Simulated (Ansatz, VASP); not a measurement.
## NbRu: VASP beside Ansatz

```xyz
2
Lattice="3.0000 0.0000 0.0000 0.0000 3.0000 0.0000 0.0000 0.0000 3.3800" Properties=species:S:1:pos:R:3 pbc="T T T"
Nb    0.0000    0.0000    0.0000
Ru    1.5000    1.5000    1.6900
```

Alike in both runs: task single point; functional LDA; k mesh 18 × 18 × 16; occupations gaussian, width 0.15 eV; no spin polarisation.

|  | VASP | Ansatz |
| --- | --- | --- |
| version | VASP 6.6.1 | Ansatz 0.2.0 |
| potentials or method | VASP PAW LDA potentials, release 64 (Nb_sv, Ru_pv), cutoff 520 eV | scalar-relativistic, plane waves, PAW |
| valence electrons in the cell | 27 | 29 |

```tsv
	VASP	Ansatz	Ansatz less VASP
gap on the k mesh at the Fermi level (eV)	none	none	-
pressure (GPa)	-0.2	-0.5	-0.29
traceless stress, the component that is largest in VASP (GPa)	-0.62	-0.60	+0.021
```

LDA's correlation is that of Perdew and Zunger in VASP and of Perdew and Wang (1992) in Ansatz. A gap of «none» marks a metal or a gap that the smearing closes. VASP's potentials hold 27 valence electrons a cell and Ansatz's 29, so a difference there can come from the potentials and not from the codes.
